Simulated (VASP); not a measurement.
**HfN: relaxation of cell and atoms with LDA**

Crystal: HfN.

```
Hf N
1.0
     0.00000    2.45482    2.45482
     2.45482    0.00000    2.45482
     2.45482    2.45482    0.00000
Hf N
1 1
Direct
  0.00000 0.00000 0.00000
  0.25000 0.25000 0.25000
```

| Quantity | Value |
| --- | --- |
| Program | VASP 6.6.1 |
| Task | relaxation of cell and atoms |
| Functional | LDA |
| Potentials or basis | VASP PAW LDA potentials, release 64 (Hf_pv, N) |
| Cutoff | 600 eV |
| k mesh | 10 × 10 × 10 |
| Occupations | fermi-dirac, width 0.15 eV |
| Spin | no spin polarisation |
| Dipole correction | no |
| Further INCAR settings | ALGO = Normal; EDIFF = 1e-07; IBRION = 2; EDIFFG = -0.01; NSW = 80; ISIF = 3 |

```json
{
  "Relaxed volume": "14.07 Å³/atom",
  "Relaxed cell": "a = 3.414 Å, b = 3.414 Å, c = 3.414 Å, α = 60.00°, β = 60.00°, γ = 60.00°",
  "Space group after relaxing (to 0.1 Å)": "F-43m (No. 216)",
  "Energy gained by relaxing": "23.1 meV/atom",
  "Ionic steps": "4",
  "Pressure after relaxing": "0.0 GPa",
  "Band gap on the k mesh": "zero (an odd number of electrons rules out a gap without spin polarisation)"
}
```

The path:
```csv
step,energy change (eV),largest force (eV/Å),pressure (GPa),volume (Å³)
1,0.0000,0.0000,-9.85,29.59
2,0.0993,0.0000,21.98,25.86
3,-0.0463,0.0000,-0.28,28.18
4,-0.0463,0.0000,-0.03,28.15
```

Final structure:
```xyz
2
Lattice="0.0000 2.4143 2.4143 2.4143 0.0000 2.4143 2.4143 2.4143 0.0000" Properties=species:S:1:pos:R:3 pbc="T T T"
Hf    2.4143    4.8287    2.4143
N     1.2072    1.2072    1.2072
```

Levels at points of the mesh, in eV from the Fermi level:
| k point | band 3 | band 4 | band 5 | band 6 | band 7 | band 8 | band 9 | band 10 | band 11 |
| --- | --- | --- | --- | --- | --- | --- | --- | --- | --- |
| (0.00, 0.00, 0.00) | -30.75 | -16.16 | -5.68 | -5.68 | -5.68 | -0.49 | 2.25 | 2.25 | 6.88 |
| (0.50, 0.00, 0.00) | -30.83 | -14.93 | -5.76 | -5.05 | -5.05 | 1.64 | 2.80 | 2.80 | 4.44 |
| (0.50, 0.50, 0.00) | -30.95 | -14.51 | -7.18 | -3.62 | -3.62 | -1.12 | 2.26 | 4.18 | 4.90 |

It took 21 s on 1 thread of Intel(R) Xeon(R) 6975P-C (Granite Rapids) (shared host), peak memory 0.16 GiB.

Caveat: spin-orbit coupling is left out, which moves the levels of the heavy elements.
